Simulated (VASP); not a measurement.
Crystal: CdS.

```xyz
2
Lattice="4.3195 0.0000 0.0000 -2.1598 3.7408 0.0000 0.0000 0.0000 5.6483" Properties=species:S:1:pos:R:3 pbc="T T T"
Cd    0.0000    0.0000    2.5005
S     2.1598    1.2469    2.4531
```

This cell differs from its parent crystal: ratio of the length along z to the lengths across it x 0.96, volume and fractional coordinates fixed.

Base run:

- Program: VASP 6.6.1
- Functional: PBEsol
- Potentials or basis: VASP PAW PBE potentials, release 64 (Cd_sv_GW, S)
- Cutoff: 540 eV
- k mesh: 9 × 9 × 6
- Occupations: gaussian, width 0.05 eV
- Spin: no spin polarisation

Its results: band gap on the k mesh 1.23 eV, indirect (least direct gap 1.31 eV); pressure -3.0 GPa; largest force 0.024 eV/Å.

Question: The run is repeated on the same cell with these changes: potentials or basis from VASP PAW PBE potentials, release 64 (Cd_sv_GW, S) to VASP PAW PBE potentials, release 64 (Cd, S); cutoff from 540 eV to 520 eV; further incar settings from ALGO = Normal; EDIFF = 1e-06; NBANDS = 20 to ALGO = Normal; EDIFF = 1e-06; NBANDS = 16; valence electrons from 26 to 18. What comes out?

Answer: Band gap on the k mesh 1.23 eV, indirect (least direct gap 1.32 eV); pressure -2.3 GPa; largest force 0.021 eV/Å.

Caveats: the PAW data sets were made with another functional, which shifts forces and pressure a little.

A k mesh can miss the band edges.
